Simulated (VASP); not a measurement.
# Ti in VASP: single point with PBE

Aim: the single point of Ti with PBE.

Everything below comes from runs of VASP 6.6.1. Logs are shortened: lines on timing, memory, paths and dates and some standing lists are left out, and cuts for length are marked.

### 1 The cell of the first run

The cell holds a slab with vacuum, 6 atoms: a = 2.940 Å, b = 4.654 Å, c = 21.940 Å, α = 90.00°, β = 90.00°, γ = 90.00°.

### 2 Single point, PBE

INCAR reads:

```
SYSTEM = Ti
  PREC = Accurate
  ENCUT = 520
  EDIFF = 1E-6
  ISMEAR = -1
  SIGMA = 0.1
  LREAL = .False.
  LASPH = .True.
  NELM = 80
  ALGO = Normal
  ISIF = 2
  LWAVE = .False.
  LCHARG = .True.
  LDIPOL = .True.
  IDIPOL = 3
  DIPOL = 0.5 0.5 0.500
  GGA = PE
  LELF = .True.
  LVHAR = .True.
  LVACPOTAV = .True.
  NBANDS = 45
```

KPOINTS reads:

```
Automatic mesh
0
Gamma
  12 8 1
  0 0 0
```

POSCAR reads:

```
Ti
1.0
    2.9396968144      0.0000000000      0.0000000000
    0.0000000000      4.6540909819      0.0000000000
    0.0000000000      0.0000000000     21.9403000000
Ti
6
Direct
    0.7500000000      0.7500000000      0.3686846699
    0.2500000000      0.2500000000      0.4073336988
    0.2500000000      0.7500000000      0.4788114172
    0.7500000000      0.2500000000      0.5211885833
    0.7500000000      0.7500000000      0.5926663006
    0.2500000000      0.2500000000      0.6313153302
```

Potentials or basis: VASP PAW PBE potentials, release 64 (Ti_sv).

Launch:

```
cat potpaw_PBE.64/Ti_sv/POTCAR > POTCAR
mpirun -np 1 vasp_std > vasp.out
```

OUTCAR:

```text
SYSTEM = Ti
   PREC = Accurate
   ENCUT = 520
   EDIFF = 1E-6
   ISMEAR = -1
   LREAL = .False.
   LASPH = .True.
   NELM = 80
   ISIF = 2
   GGA = PE

 ion  position               nearest neighbor table
   1  0.750  0.750  0.369-   3 2.83   3 2.83   2 2.88   2 2.88   2 2.88   2 2.88
   2  0.250  0.250  0.407-   3 2.81   3 2.81   1 2.88   1 2.88   1 2.88   1 2.88   4 2.90   4 2.90

   3  0.250  0.750  0.479-   2 2.81   2 2.81   1 2.83   1 2.83   5 2.90   5 2.90   4 2.91   4 2.91
                             4 2.91   4 2.91
   4  0.750  0.250  0.521-   5 2.81   5 2.81   6 2.83   6 2.83   2 2.90   2 2.90   3 2.91   3 2.91
                             3 2.91   3 2.91
   5  0.750  0.750  0.593-   4 2.81   4 2.81   6 2.88   6 2.88   6 2.88   6 2.88   3 2.90   3 2.90

   6  0.250  0.250  0.631-   4 2.83   4 2.83   5 2.88   5 2.88   5 2.88   5 2.88

  LATTYP: Found a simple orthorhombic cell.
 ALAT       =     2.9396968144
 B/A-ratio  =     1.5831874087
 C/A-ratio  =     7.4634567390

  Lattice vectors:

 A1 = (   2.9396968144,   0.0000000000,   0.0000000000)
 A2 = (   0.0000000000,   4.6540909819,   0.0000000000)
 A3 = (   0.0000000000,   0.0000000000,  21.9403000000)

Analysis of symmetry for initial positions (statically):
=====================================================================
 Subroutine PRICEL returns:
 Original cell was already a primitive cell.

 Routine SETGRP: Setting up the symmetry group for a
 simple orthorhombic supercell.

 Subroutine GETGRP returns: Found  8 space group operations
 (whereof  2 operations were pure point group operations)
 out of a pool of  8 trial point group operations.

The static configuration has the point symmetry S_2 .
 The point group associated with its full space group is D_2h.

Analysis of symmetry for dynamics (positions and initial velocities):
=====================================================================
 Subroutine PRICEL returns:
 Original cell was already a primitive cell.

 Routine SETGRP: Setting up the symmetry group for a
 simple orthorhombic supercell.

 Subroutine GETGRP returns: Found  8 space group operations
 (whereof  2 operations were pure point group operations)
 out of a pool of  8 trial point group operations.

The dynamic configuration has the point symmetry S_2 .
 The point group associated with its full space group is D_2h.

 Subroutine INISYM returns: Found  8 space group operations
 (whereof  2 operations are pure point group operations),
 and found     1 'primitive' translations

----------------------------------------------------------------------------------------

                                     Primitive cell

[... 102 lines left out ...]
   IBRION =     -1    ionic relax: 0-MD 1-quasi-New 2-CG
   NFREE  =      0    steps in history (QN), initial steepest desc. (CG)
   ISIF   =      2    stress and relaxation
   ISYM   =      2    0-nonsym 1-usesym 2-fastsym
   POTIM  = 0.5000    time-step for ionic-motion
   TEBEG  =    0.0;   TEEND  =   0.0 temperature during run
   PSTRESS=    0.0 pullay stress
   NELECT =      72.0000    total number of electrons
   NUPDOWN=      -1.0000    fix difference up-down
   EMIN   =  10.00;   EMAX   =-10.00  energy-range for DOS
   EFERMI =   0.00;   METHOD = LEGACY
   ISMEAR =    -1;   SIGMA  =   0.10  broadening in eV -4-tet -1-fermi 0-gaus
   EFERMI_NEDOS =   21; number of points for ismear=-14 and -15
   IALGO  =     38    algorithm
   IMIX   =      4    mixing-type and parameters
     AMIX     =   0.40;   BMIX     =  1.00
     AMIX_MAG =   1.60;   BMIX_MAG =  1.00
  volume/ion in A,a.u.               =      50.03       337.62
  Fermi-wavevector in a.u.,A,eV,Ry     =   1.017167  1.922167 14.076983  1.034629
  Thomas-Fermi vector in A             =   2.150553
   LORBIT       =      0    0 simple, 1 ext, 2 COOP (PROOUT), +10 PAW based schemes
   GGA     = PE    functional components
   LHFCALC =     F    Hartree Fock is set to
   AEXX    =    0.0000 exact exchange contribution
   IVDW    =     0    specifies the selected vdW correction
   LEPSILON=     F    determine dielectric tensor
   LRPA    =     F    only Hartree local field effects (RPA)
 non-spin polarized calculation
  energy-cutoff  :      520.00
  volume of cell :      300.18
 maximum number of plane-waves:      8130
 NGX is ok and might be reduce to    24
   NGX = 11   NGY = 17   NGZ = 81

 number of electron      72.0000009 magnetization

 dipolmoment           0.000000      0.000000      0.000000 electrons x Angstroem

 Free energy of the ion-electron system (eV)
  ---------------------------------------------------
  ext. energy  EPLUGINS =         0.00000000
  ---------------------------------------------------
  free energy    TOTEN  =       -43.77243292 eV

  energy without entropy =      -43.42958027  energy(sigma->0) =      -43.60100660

 E-fermi :   0.5054     XC(G=0):  -4.9298

 val. band max:        0.5004524943   @ k =   0.2500   0.2500   0.0000
 cond. band min:       0.5243980930   @ k =   0.3333   0.2500   0.0000
 fundamental gap:      0.0239455987
 Fermi energy:         0.5054327879

 k-point     1 :       0.0000    0.0000    0.0000
  band No.  band energies     occupation
      1     -56.4787      2.00000
      2     -56.4756      2.00000
      3     -56.2735      2.00000
      4     -56.2157      2.00000
      5     -56.1799      2.00000
      6     -56.1595      2.00000
[... 1141 lines left out ...]
     44       1.3540      0.00041
     45       1.7184      0.00001

 [... further k-points ...]
[... 5 lines left out ...]
  --------------------------------------------------------------------------------------
  -------------------------------------------------------------------------------------
  Total       -2.9076260     -2.1186865     -0.1701525      0.0000000      0.0000000      0.0000000
  in kB      -15.5191937    -11.3082999     -0.9081738      0.0000000      0.0000000      0.0000000
  external PRESSURE =      -9.2452225 kB  Pullay stress =       0.0000000 kB

 VOLUME and BASIS-vectors are now :
 -----------------------------------------------------------------------------
  energy-cutoff  :      520.00
  volume of cell :      300.18
      direct lattice vectors                 reciprocal lattice vectors
     2.939696814  0.000000000  0.000000000     0.340171134  0.000000000  0.000000000
     0.000000000  4.654090982  0.000000000     0.000000000  0.214864730  0.000000000
     0.000000000  0.000000000 21.940300000     0.000000000  0.000000000  0.045578228

 POSITION                                       TOTAL-FORCE (eV/Angst)
 -----------------------------------------------------------------------------------
      2.20477      3.49057      8.08905         0.000000     -0.000000      0.017918
      0.73492      1.16352      8.93702         0.000000     -0.000000      0.008606
      0.73492      3.49057     10.50527         0.000000     -0.000000     -0.005269
      2.20477      1.16352     11.43503         0.000000      0.000000      0.005269
      2.20477      3.49057     13.00328         0.000000     -0.000000     -0.008606
      0.73492      1.16352     13.85125         0.000000     -0.000000     -0.017918
 -----------------------------------------------------------------------------------
    total drift:                                0.000000      0.000000      0.000015

  FREE ENERGIE OF THE ION-ELECTRON SYSTEM (eV)
  ---------------------------------------------------
  free  energy   TOTEN  =       -43.7724329240 eV

  energy  without entropy=      -43.4295802678  energy(sigma->0) =      -43.60100660

 vacuum level on the upper side and lower side of the slab         4.345         4.345
```

stdout:

```text
POSCAR found type information on POSCAR Ti
 POSCAR found :  1 types and       6 ions
 scaLAPACK will be used
 LDA part: xc-table for (Slater+PW92), standard interpolation
 POSCAR, INCAR and KPOINTS ok, starting setup
 FFT: planning ... GRIDC
 FFT: planning ... GRID_SOFT
 FFT: planning ... GRID
 WAVECAR not read
 entering main loop
 -----------------------------------------------------------------------------
|                                                                             |
|           W    W    AA    RRRRR   N    N  II  N    N   GGGG   !!!           |
|           W    W   A  A   R    R  NN   N  II  NN   N  G    G  !!!           |
|           W    W  A    A  R    R  N N  N  II  N N  N  G       !!!           |
|           W WW W  AAAAAA  RRRRR   N  N N  II  N  N N  G  GGG   !            |
|           WW  WW  A    A  R   R   N   NN  II  N   NN  G    G                |
|           W    W  A    A  R    R  N    N  II  N    N   GGGG   !!!           |
|                                                                             |
|     Did not find any points to average over, which means that no vacuum     |
|     field-free region was found. Please increase the size of  your cell     |
|     in the dimension of the dipole correction to obtain accurate            |
|     workfunction values.                                                    |
|                                                                             |
 -----------------------------------------------------------------------------
```

Run time: 33 min. Hardware: 1 thread of Intel Xeon 8259CL, shared host; peak memory 0.56 GiB.

What came out:

```
Free energy            : -43.7724 eV
Largest force          : 0.018 eV/Å
Band gap on the k mesh : zero (bands 36 and 37 overlap by 0.37 eV)
```

Forces on the atoms (eV/Å):
```
Ti   0.000  0.000  0.018
Ti   0.000  0.000  0.009
Ti   0.000  0.000 -0.005
Ti   0.000  0.000  0.005
Ti   0.000  0.000 -0.009
Ti   0.000  0.000 -0.018
```

Levels at points of the mesh, in eV from the Fermi level:
```csv
k point,band 33,band 34,band 35,band 36,band 37,band 38,band 39,band 40
"(0.00, 0.00, 0.00)",-0.44,-0.44,0.02,0.17,0.54,0.57,0.59,0.94
"(0.50, 0.00, 0.00)",-0.97,-0.97,-0.76,-0.76,0.39,0.39,0.50,0.50
"(0.00, 0.50, 0.00)",-0.61,-0.61,0.03,0.03,0.25,0.25,0.52,0.52
"(0.50, 0.50, 0.00)",-0.71,-0.71,-0.33,-0.33,0.35,0.35,0.55,0.55
```
